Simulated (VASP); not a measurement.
Write the native input for VASP 6.6.1 that does the following.

| Property | Result |
| --- | --- |
| Task | single point |
| Functional | PBE |
| Potentials or basis | VASP PAW PBE potentials, release 64 (Cd, Te) |
| Cutoff | 520 eV |
| k mesh | 7 × 7 × 7 |
| Occupations | fermi-dirac, width 0.01 eV |
| Spin | no spin polarisation |
| Dipole correction | no |
| Further INCAR settings | ALGO = Normal; EDIFF = 1e-07; NBANDS = 16 |

The structure of CdTe lies in POSCAR:

```
CdTe
1.0
    0.0000000000      3.2821135562      3.2821135562
    3.2821135562      0.0000000000      3.2821135562
    3.2821135562      3.2821135562      0.0000000000
Cd Te
1 1
Direct
    0.0000000000      0.0000000000      0.0000000000
    0.7500000000      0.7500000000      0.7500000000
```

The input as run:

INCAR

```
SYSTEM = CdTe
  PREC = Accurate
  ENCUT = 520
  EDIFF = 1E-7
  ISMEAR = -1
  SIGMA = 0.01
  LREAL = .False.
  LASPH = .True.
  NELM = 100
  ALGO = Normal
  ISIF = 2
  LWAVE = .False.
  LCHARG = .True.
  GGA = PE
  LELF = .True.
  LVHAR = .True.
  NBANDS = 16
```

KPOINTS

```
regular mesh
0
Gamma
  7 7 7
  0 0 0
```

Potentials or basis: VASP PAW PBE potentials, release 64 (Cd, Te).

Launch:

```sh
$ cat potpaw_PBE.64/Cd/POTCAR potpaw_PBE.64/Te/POTCAR > POTCAR
$ mpirun -np 1 vasp_std > vasp.out
```

It gave:

| Quantity | Value |
| --- | --- |
| Pressure | 1.0 GPa |
| Band gap on the k mesh | 0.66 eV, direct |

Caveat: spin-orbit coupling is left out, which moves the levels of the heavy elements.

It took 23 s on 1 thread of Intel(R) Xeon(R) Platinum 8259CL CPU @ 2.50GHz (Skylake/Cascade Lake), with other jobs on the host, peak memory 0.21 GiB.
